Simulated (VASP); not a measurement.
# GaAs: relaxation of cell and atoms with r2SCAN+rVV10

GaAs:

```xyz
2
Lattice="0.0000 2.8751 2.8751 2.8751 0.0000 2.8751 2.8751 2.8751 0.0000" Properties=species:S:1:pos:R:3 pbc="T T T"
Ga    0.0000    0.0000    0.0000
As    4.3126    4.3126    4.3126
```

```json
{
  "Program": "VASP 6.6.1",
  "Task": "relaxation of cell and atoms",
  "Functional": "r2SCAN",
  "Dispersion": "rVV10",
  "Potentials or basis": "VASP PAW PBE potentials, release 64 (Ga_d, As)",
  "Cutoff": "550 eV",
  "k mesh": "10 × 10 × 10",
  "Occupations": "gaussian, width 0.02 eV",
  "Spin": "no spin polarisation",
  "Dipole correction": "no",
  "Further INCAR settings": "ALGO = Normal; EDIFF = 1e-07; IBRION = 2; EDIFFG = -0.002; NSW = 100; ISIF = 3"
}
```

```json
{
 "Relaxed volume": "22.56 Å³/atom",
 "Relaxed cell": "a = 3.996 Å, b = 3.996 Å, c = 3.996 Å, α = 60.00°, β = 60.00°, γ = 60.00°",
 "Space group after relaxing (to 0.1 Å)": "F-43m (No. 216)",
 "Energy gained by relaxing": "14.0 meV/atom",
 "Ionic steps": "16",
 "Pressure after relaxing": "0.0 GPa",
 "Band gap on the k mesh": "0.99 eV"
}
```

Step by step:
| step | energy change (eV) | largest force (eV/Å) | pressure (GPa) | volume (Å³) |
| --- | --- | --- | --- | --- |
| 1 | 0.0000 | 0.0000 | -3.47 | 47.53 |
| 2 | -0.0223 | 0.0000 | 1.82 | 44.07 |
| 3 | -0.0279 | 0.0000 | 0.04 | 45.09 |
| 4 | -0.0279 | 0.0000 | -0.06 | 45.14 |
| 5 | -0.0279 | 0.0000 | -0.04 | 45.14 |
| 6 | -0.0279 | 0.0000 | -0.04 | 45.13 |
| 7 | -0.0279 | 0.0000 | -0.04 | 45.13 |
| 8 | -0.0279 | 0.0000 | -0.04 | 45.13 |
| 9 | -0.0279 | 0.0000 | -0.04 | 45.13 |
| 10 | -0.0279 | 0.0000 | -0.04 | 45.13 |
| 11 | -0.0279 | 0.0000 | -0.04 | 45.13 |
| 12 | -0.0279 | 0.0000 | -0.03 | 45.13 |
| 13 | -0.0279 | 0.0000 | -0.03 | 45.13 |
| 14 | -0.0279 | 0.0000 | -0.02 | 45.12 |
| 15 | -0.0279 | 0.0000 | 0.02 | 45.10 |
| 16 | -0.0279 | 0.0000 | -0.01 | 45.11 |

Final structure:
```
Ga As
1.0
     0.00000    2.82544    2.82544
     2.82544    0.00000    2.82544
     2.82544    2.82544    0.00000
Ga As
1 1
Direct
  0.00000 0.00000 0.00000
  0.75000 0.75000 0.75000
```

Levels at points of the mesh, in eV from the valence-band top:
| k point | band 5 | band 6 | band 7 | band 8 | band 9 | band 10 | band 11 | band 12 | band 13 |
| --- | --- | --- | --- | --- | --- | --- | --- | --- | --- |
| (0.00, 0.00, 0.00) | -15.13 | -13.23 | 0.00 | 0.00 | 0.00 | 0.99 | 4.03 | 4.03 | 4.03 |
| (0.50, 0.00, 0.00) | -15.13 | -11.37 | -6.84 | -1.19 | -1.19 | 1.34 | 4.96 | 4.96 | 8.20 |
| (0.50, 0.50, 0.00) | -15.12 | -10.59 | -7.01 | -2.79 | -2.79 | 1.70 | 1.91 | 10.87 | 10.87 |

It took 14 min on 1 thread of AMD EPYC 9R45 96-Core Processor (Zen 5), on a shared host, peak memory 0.32 GiB.

Caveat: the PAW data sets were made with another functional, which shifts forces and pressure a little. A k mesh can miss the band edges.
